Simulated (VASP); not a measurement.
Wanted: the native input for a VASP 6.6.1 run.

```yaml
Task: single point
Functional: PBE
Dispersion: D3(BJ)
Potentials_or_basis: VASP PAW PBE potentials, release 64 (O, H, Ag, F)
Cutoff: 520 eV
k_mesh: 1 × 1 × 1
Occupations: fermi-dirac, width 0.02 eV
Spin: no spin polarisation
Dipole_correction: no
Further_INCAR_settings: LREAL = Auto; ALGO = Normal; EDIFF = 1e-07; NBANDS = 49
```

The structure of AgH12O6F lies in POSCAR:

```
AgH12O6F
1.0
    6.0731780000      0.0000000000      0.0000000000
    0.0000000000      6.0731780000      0.0000000000
    0.0000000000      0.0000000000      6.0731780000
O H Ag F
6 12 1 1
Direct
    0.8128693083      1.0823822388      0.6745891525
    0.0169927507      0.8352957875      0.0336397188
    0.9010109699      0.4797158917      0.2519932727
    0.3071209176      0.4272721794      0.8351311290
    0.3498662480      0.8973226209      0.5844221921
    0.3330875532      0.2114378996      0.2425912759
    0.6569542338      1.0431441331      0.6669160693
    0.9046993189      1.0163212736      0.5569406989
   -0.0652376729      0.9149081420     -0.0771589438
    0.1733194713      0.8100536490     -0.0060264988
    0.9448101142      0.5914037099      0.1444054497
    0.7300131826      0.5062094343      0.2635522950
    0.3280984025      0.2851554820      0.9232069272
    0.4195826304      0.4411034882      0.7179931166
    0.3412875434      0.9845092635      0.4573552759
    0.3846256441      0.7629448700      0.4905174852
    0.1831495800      0.2628113321      0.2576575230
    0.4228428674      0.3190586543      0.3170498214
    0.9481856122      0.4927897717      0.6593417812
    0.5433234461      0.5230539925      0.4729484300
```

The input as run:

INCAR

```
PREC = Accurate ; ENCUT = 520
EDIFF = 1E-7 ; ISMEAR = -1
SIGMA = 0.02 ; LREAL = Auto
LASPH = True ; NELM = 80
ALGO = Normal ; ISIF = 2
LWAVE = False ; LCHARG = False
GGA = PE ; IVDW = 12
NBANDS = 49
```

KPOINTS

```
Automatic mesh
0
Gamma
  1 1 1
```

Potentials or basis: VASP PAW PBE potentials, release 64 (O, H, Ag, F).

Run with:

```bash
$ cat potpaw_PBE.64/O/POTCAR potpaw_PBE.64/H/POTCAR potpaw_PBE.64/Ag/POTCAR potpaw_PBE.64/F/POTCAR > POTCAR
$ mpirun -np 1 vasp_gam > vasp.out
```

Results of the run:

```json
{
 "Pressure": "-1.8 GPa",
 "Largest force": "3.256 eV/Å",
 "Band gap on the k mesh": "2.91 eV",
 "Dispersion energy per atom": "-0.046 eV"
}
```

Caveat: the k points lie up to 1.03 Å⁻¹ apart.

Run time: 29 s on 1 thread of Intel(R) Xeon(R) Platinum 8375C CPU @ 2.90GHz (Ice Lake), with other jobs on the host, peak memory 0.32 GiB.
